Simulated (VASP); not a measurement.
# NiGe3 (Pm-3m) in VASP: notebook

NiGe3 is run at these levels: r2SCAN, PBEsol; tasks: single point.

Program: VASP 6.6.1. These are calculated values, not measurements. Logs are shortened: lines on timing, memory, paths and dates and some standing lists are left out, and cuts for length are marked.

## 1. The cell of the first run

It takes space group Pm-3m (No. 221, cubic). Conventional cell: a = 3.963 Å, b = 3.963 Å, c = 3.963 Å, α = 90.00°, β = 90.00°, γ = 90.00°. Within 3.7 Å of Ge (site symmetry 4/mmm) lie 8 Ge at 2.80 Å and 4 Ni at 2.80 Å. Within 3.7 Å of Ni (site symmetry m-3m) lie 12 Ge at 2.80 Å.

## 2. Single point, r2SCAN, collinear spin, ferromagnetic start

Contents of POSCAR:

```
NiGe3
1.0
    3.9634904449      0.0000000000      0.0000000000
    0.0000000000      3.9634904449      0.0000000000
    0.0000000000      0.0000000000      3.9634904449
Ge Ni
3 1
Direct
    0.0000000000      0.5000000000      0.5000000000
    0.5000000000      0.0000000000      0.5000000000
    0.5000000000      0.5000000000      0.0000000000
    0.0000000000      0.0000000000      0.0000000000
```

Contents of INCAR.step1:

```
SYSTEM = NiGe3
ALGO = Normal ; EDIFF = 1E-4
ENCUT = 520 ; GGA = PE
ISMEAR = 0 ; ISPIN = 2
LASPH = .TRUE. ; LCHARG = .FALSE.
LMAXMIX = 4 ; LREAL = .FALSE.
LWAVE = .TRUE. ; MAGMOM = 0 0 0 2.5
NBANDS = 38 ; NELM = 150
PREC = Accurate ; SIGMA = 0.1
```

Contents of INCAR.step2:

```
SYSTEM = NiGe3
ALGO = Normal ; EDIFF = 1E-6
ENCUT = 520 ; ISIF = 2
ISMEAR = 0 ; ISPIN = 2
ISTART = 1 ; LASPH = .TRUE.
LCHARG = .TRUE. ; LELF = .TRUE.
LMAXMIX = 4 ; LMIXTAU = .TRUE.
LORBIT = 11 ; LREAL = .FALSE.
LVHAR = .TRUE. ; LWAVE = .FALSE.
MAGMOM = 0 0 0 2.5 ; METAGGA = R2SCAN
NBANDS = 38 ; NELM = 150
PREC = Accurate ; SIGMA = 0.1
```

Contents of KPOINTS:

```
k-points
0
G
  10 10 10
  0 0 0
```

Potentials or basis: VASP PAW PBE potentials, release 64 (Ge_d, Ni).

Launch:

```bash
> cat potpaw_PBE.64/Ge_d/POTCAR potpaw_PBE.64/Ni/POTCAR > POTCAR
> cp INCAR.step1 INCAR
> mpirun -np 1 vasp_std > vasp.out
> cp INCAR.step2 INCAR
> mpirun -np 1 vasp_std > vasp.out
```

OUTCAR:

```text
SYSTEM = NiGe3
   EDIFF = 1E-6
   ENCUT = 520
   ISIF = 2
   ISMEAR = 0
   ISPIN = 2
   ISTART = 1
   LASPH = .TRUE.
   LORBIT = 11
   LREAL = .FALSE.
   METAGGA = R2SCAN
   NELM = 150
   PREC = Accurate

 ion  position               nearest neighbor table
   1  0.000  0.500  0.500-   2 2.80   3 2.80   4 2.80   3 2.80   4 2.80   2 2.80   4 2.80   4 2.80
                             2 2.80   3 2.80   3 2.80   2 2.80
   2  0.500  0.000  0.500-   1 2.80   3 2.80   4 2.80   3 2.80   4 2.80   1 2.80   3 2.80   3 2.80
                             1 2.80   4 2.80   4 2.80   1 2.80
   3  0.500  0.500  0.000-   1 2.80   2 2.80   4 2.80   1 2.80   2 2.80   2 2.80   4 2.80   2 2.80
                             1 2.80   4 2.80   1 2.80   4 2.80
   4  0.000  0.000  0.000-   1 2.80   2 2.80   3 2.80   1 2.80   2 2.80   1 2.80   3 2.80   1 2.80
                             2 2.80   3 2.80   2 2.80   3 2.80

  LATTYP: Found a simple cubic cell.
 ALAT       =     3.9634904449

  Lattice vectors:

 A1 = (   3.9634904449,   0.0000000000,   0.0000000000)
 A2 = (   0.0000000000,   3.9634904449,   0.0000000000)
 A3 = (   0.0000000000,   0.0000000000,   3.9634904449)

Analysis of symmetry for initial positions (statically):
=====================================================================
 Subroutine PRICEL returns:
 Original cell was already a primitive cell.

 Routine SETGRP: Setting up the symmetry group for a
 simple cubic supercell.

 Subroutine GETGRP returns: Found 48 space group operations
 (whereof 48 operations were pure point group operations)
 out of a pool of 48 trial point group operations.

The static configuration has the point symmetry O_h .

Analysis of symmetry for dynamics (positions and initial velocities):
=====================================================================
 Subroutine PRICEL returns:
 Original cell was already a primitive cell.

 Routine SETGRP: Setting up the symmetry group for a
 simple cubic supercell.

 Subroutine GETGRP returns: Found 48 space group operations
 (whereof 48 operations were pure point group operations)
 out of a pool of 48 trial point group operations.

The dynamic configuration has the point symmetry O_h .

Analysis of structural, dynamic, and magnetic symmetry:
=====================================================================
 Subroutine PRICEL returns:
 Original cell was already a primitive cell.

 Routine SETGRP: Setting up the symmetry group for a
 simple cubic supercell.

 Subroutine GETGRP returns: Found 48 space group operations
 (whereof 48 operations were pure point group operations)
 out of a pool of 48 trial point group operations.

The overall configuration has the point symmetry O_h .

 Subroutine INISYM returns: Found 48 space group operations
 (whereof 48 operations are pure point group operations),
 and found     1 'primitive' translations

----------------------------------------------------------------------------------------

                                     Primitive cell

  volume of cell :      62.2635

  direct lattice vectors                    reciprocal lattice vectors
     3.963490445  0.000000000  0.000000000     0.252302866  0.000000000  0.000000000
     0.000000000  3.963490445  0.000000000     0.000000000  0.252302866  0.000000000
     0.000000000  0.000000000  3.963490445     0.000000000  0.000000000  0.252302866

  length of vectors
     3.963490445  3.963490445  3.963490445     0.252302866  0.252302866  0.252302866

  position of ions in fractional coordinates (direct lattice)
     0.000000000  0.500000000  0.500000000
     0.500000000  0.000000000  0.500000000
     0.500000000  0.500000000  0.000000000
     0.000000000  0.000000000  0.000000000

  ion indices of the primitive-cell ions
   primitive index   ion index
                 1           1
                 2           2
                 3           3
                 4           4

----------------------------------------------------------------------------------------

 KPOINTS: k-points

Automatic generation of k-mesh.
 Grid dimensions read from file:
 generate k-points for:   10   10   10

 Generating k-lattice:

  Cartesian coordinates                     Fractional coordinates (reciprocal lattice)
     0.025230287  0.000000000  0.000000000     0.100000000  0.000000000  0.000000000
     0.000000000  0.025230287  0.000000000     0.000000000  0.100000000  0.000000000
     0.000000000  0.000000000  0.025230287     0.000000000  0.000000000  0.100000000

  Length of vectors
     0.025230287  0.025230287  0.025230287

  Shift w.r.t. Gamma in fractional coordinates (k-lattice)
     0.000000000  0.000000000  0.000000000

 Subroutine IBZKPT returns following result:
 ===========================================

 Found     56 irreducible k-points:

 Following reciprocal coordinates:
            Coordinates               Weight
  0.000000  0.000000  0.000000      1.000000
  0.100000  0.000000  0.000000      6.000000
  0.200000  0.000000  0.000000      6.000000
  0.300000  0.000000  0.000000      6.000000
  0.400000  0.000000  0.000000      6.000000
  0.500000  0.000000  0.000000      3.000000
[... 16 lines left out ...]
  0.200000  0.100000  0.100000     24.000000
  0.300000  0.100000  0.100000     24.000000
 [... further k-points ...]
   k-points           NKPTS =     56   k-points in BZ     NKDIM =     56   number of bands    NBANDS=     38
   number of dos      NEDOS =    301   number of ions     NIONS =      4
   total plane-waves  NPLWV =  27000
   dimension x,y,z NGX =    30 NGY =   30 NGZ =   30
   dimension x,y,z NGXF=    60 NGYF=   60 NGZF=   60
   ions per type =               3   1
   NGX,Y,Z   is equivalent  to a cutoff of  12.58, 12.58, 12.58 a.u.
   NGXF,Y,Z  is equivalent  to a cutoff of  25.17, 25.17, 25.17 a.u.
 SYSTEM =  NiGe3
   PREC   = accura    normal or accurate (medium, high low for compatibility)
   ISTART =      1    job   : 0-new  1-cont  2-samecut
   ICHARG =      0    charge: 1-file 2-atom 10-const
   ISPIN  =      2    spin polarized calculation?
   LNONCOLLINEAR =      F non collinear calculations
   LSORBIT =      F    spin-orbit coupling
   LASPH  =      T    aspherical Exc in radial PAW
   ENCUT  =  520.0 eV  38.22 Ry    6.18 a.u.   7.37  7.37  7.37*2*pi/ulx,y,z
   NELM   =    150;   NELMIN=  2; NELMDL=  0     # of ELM steps
   EDIFF  = 0.1E-05   stopping-criterion for ELM
   LREAL  =      F    real-space projection
   EDIFFG = 0.1E-04   stopping-criterion for IOM
   NSW    =      0    number of steps for IOM
   IBRION =     -1    ionic relax: 0-MD 1-quasi-New 2-CG
   NFREE  =      0    steps in history (QN), initial steepest desc. (CG)
   ISIF   =      2    stress and relaxation
   ISYM   =      2    0-nonsym 1-usesym 2-fastsym
   POTIM  = 0.5000    time-step for ionic-motion
   TEBEG  =    0.0;   TEEND  =   0.0 temperature during run
   PSTRESS=    0.0 pullay stress
   NELECT =      52.0000    total number of electrons
   NUPDOWN=      -1.0000    fix difference up-down
   EMIN   =  10.00;   EMAX   =-10.00  energy-range for DOS
   EFERMI =   0.00;   METHOD = LEGACY
   ISMEAR =     0;   SIGMA  =   0.10  broadening in eV -4-tet -1-fermi 0-gaus
   EFERMI_NEDOS =   21; number of points for ismear=-14 and -15
   IALGO  =     38    algorithm
   IMIX   =      4    mixing-type and parameters
     AMIX     =   0.40;   BMIX     =  1.00
     AMIX_MAG =   1.60;   BMIX_MAG =  1.00
  volume/ion in A,a.u.               =      15.57       105.04
  Fermi-wavevector in a.u.,A,eV,Ry     =   1.541694  2.913379 32.338597  2.376820
  Thomas-Fermi vector in A             =   2.647604
   LORBIT       =     11    0 simple, 1 ext, 2 COOP (PROOUT), +10 PAW based schemes
   METAGGA = R2SCAN    functional components
   LHFCALC =     F    Hartree Fock is set to
   AEXX    =    0.0000 exact exchange contribution
   IVDW    =     0    specifies the selected vdW correction
   LEPSILON=     F    determine dielectric tensor
   LRPA    =     F    only Hartree local field effects (RPA)
 spin polarized calculation
 Gauss-broadening in eV      SIGMA  =   0.10
  energy-cutoff  :      520.00
  volume of cell :       62.26
 maximum number of plane-waves:      1743
 NGX is ok and might be reduce to    30
   NGX = 15   NGY = 15   NGZ = 15

 number of electron      52.0000004 magnetization       0.0000167

 number of electron      52.0000004 magnetization      -0.0000019

 Free energy of the ion-electron system (eV)
  ---------------------------------------------------
  ext. energy  EPLUGINS =         0.00000000
  ---------------------------------------------------
  free energy    TOTEN  =       -51.74252621 eV

  energy without entropy =      -51.73495049  energy(sigma->0) =      -51.73873835

 E-fermi :   8.1630     XC(G=0): -13.2389

 val. band max:        8.0861388480   @ k =   0.3000   0.2000   0.0000
 cond. band min:       8.1688464329   @ k =   0.3000   0.2000   0.1000
 fundamental gap:      0.0827075849
 Fermi energy:         8.1630443177

 spin component 1

 k-point     1 :       0.0000    0.0000    0.0000
  band No.  band energies     occupation
      1     -17.5574      1.00000
      2     -17.5574      1.00000
      3     -17.5574      1.00000
      4     -17.5502      1.00000
      5     -17.4487      1.00000
      6     -17.4487      1.00000
[... 30 lines left out ...]
     37      18.0235      0.00000
     38      18.0235      0.00000
[... 941 lines left out ...]
     37      20.5908      0.00000
     38      20.6697      0.00000

 [... further k-points ...]

 spin component 2

 k-point     1 :       0.0000    0.0000    0.0000
  band No.  band energies     occupation
      1     -17.5574      1.00000
      2     -17.5574      1.00000
      3     -17.5574      1.00000
      4     -17.5502      1.00000
      5     -17.4487      1.00000
      6     -17.4487      1.00000
[... 30 lines left out ...]
     37      18.0235      0.00000
     38      18.0235      0.00000
[... 941 lines left out ...]
     37      20.5908      0.00000
     38      20.6697      0.00000

 [... further k-points ...]
[... 5 lines left out ...]
  --------------------------------------------------------------------------------------
  -------------------------------------------------------------------------------------
  Total        0.5599937      0.5599937      0.5599937      0.0000000     -0.0000000      0.0000000
  in kB       14.4098763     14.4098763     14.4098763      0.0000000     -0.0000000      0.0000000
  external PRESSURE =      14.4098763 kB  Pullay stress =       0.0000000 kB

 VOLUME and BASIS-vectors are now :
 -----------------------------------------------------------------------------
  energy-cutoff  :      520.00
  volume of cell :       62.26
      direct lattice vectors                 reciprocal lattice vectors
     3.963490445  0.000000000  0.000000000     0.252302866  0.000000000  0.000000000
     0.000000000  3.963490445  0.000000000     0.000000000  0.252302866  0.000000000
     0.000000000  0.000000000  3.963490445     0.000000000  0.000000000  0.252302866

 POSITION                                       TOTAL-FORCE (eV/Angst)
 -----------------------------------------------------------------------------------
      0.00000      1.98175      1.98175         0.000000      0.000000      0.000000
      1.98175      0.00000      1.98175         0.000000      0.000000      0.000000
      1.98175      1.98175      0.00000         0.000000      0.000000      0.000000
      0.00000      0.00000      0.00000         0.000000      0.000000      0.000000
 -----------------------------------------------------------------------------------
    total drift:                                0.000000      0.000000     -0.000000

  FREE ENERGIE OF THE ION-ELECTRON SYSTEM (eV)
  ---------------------------------------------------
  free  energy   TOTEN  =       -51.7425262110 eV

  energy  without entropy=      -51.7349504854  energy(sigma->0) =      -51.73873835

 total charge

# of ion       s       p       d       tot
------------------------------------------
    1        1.216   1.014  10.057  12.287
    2        1.216   1.014  10.057  12.287
    3        1.216   1.014  10.057  12.287
    4        0.372   0.291   8.490   9.152
--------------------------------------------------
tot          4.020   3.332  38.661  46.013

 magnetization (x)

# of ion       s       p       d       tot
------------------------------------------
    1        0.000   0.000  -0.000   0.000
    2        0.000   0.000  -0.000   0.000
    3        0.000   0.000  -0.000   0.000
    4        0.000   0.000   0.000   0.000
--------------------------------------------------
tot          0.000   0.000   0.000   0.000
```

Run time: 7.8 min. Hardware: 1 thread of AMD EPYC 9R45 (Zen 5), shared host; peak memory 0.3 GiB.

Results:

| Quantity | Value |
| --- | --- |
| Free energy | -51.7425 eV |
| Pressure | 1.4 GPa |
| Band gap on the k mesh | zero (filled and empty bands overlap) |
| Net moment | 0.00 μB per cell |
| Valence electrons inside the program's atomic spheres | Ge 12.29; Ni 9.15 |

Caveat: the moments typed at the start vanished in this run; the PAW data sets were made with another functional, which shifts forces and pressure a little.

(Part 1 of 2 ends here.)

The gap in the log of VASP goes by the Fermi energy; the results here count the filled bands.